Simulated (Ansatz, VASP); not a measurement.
One calculation of Na, two programs

```xyz
1
Lattice="-2.0266 2.0266 2.0266 2.0266 -2.0266 2.0266 2.0266 2.0266 -2.0266" Properties=species:S:1:pos:R:3 pbc="T T T"
Na    0.0000    0.0000    0.0000
```

Alike in both runs: task relaxation of cell and atoms; functional LDA; k mesh 20 × 20 × 20; occupations gaussian, width 0.1 eV; no spin polarisation.

|  | VASP | Ansatz |
| --- | --- | --- |
| version | VASP 6.6.1 | Ansatz 0.2.0 |
| potentials or method | VASP PAW LDA potentials, release 64 (Na_pv), cutoff 600 eV | scalar-relativistic, plane waves, PAW |
| valence electrons in the cell | 7 | 9 |

|  | VASP | Ansatz | Ansatz less VASP |
| --- | --- | --- | --- |
| gap on the k mesh at the Fermi level, each at its own relaxed structure (eV) | none | none | - |
| relaxed volume (Å³/atom) | 33.25 | 33.29 | +0.042 |
| relaxed cell length with the largest relative difference (Å) | 3.509 | 3.510 | +0.0015 |

Ansatz warns that its potentials were made for another functional, while VASP's fit it. LDA's correlation is that of Perdew and Zunger in VASP and of Perdew and Wang (1992) in Ansatz. A gap of «none» marks a metal or a gap that the smearing closes. VASP's potentials hold 7 valence electrons a cell and Ansatz's 9, so a difference there can come from the potentials and not from the codes.
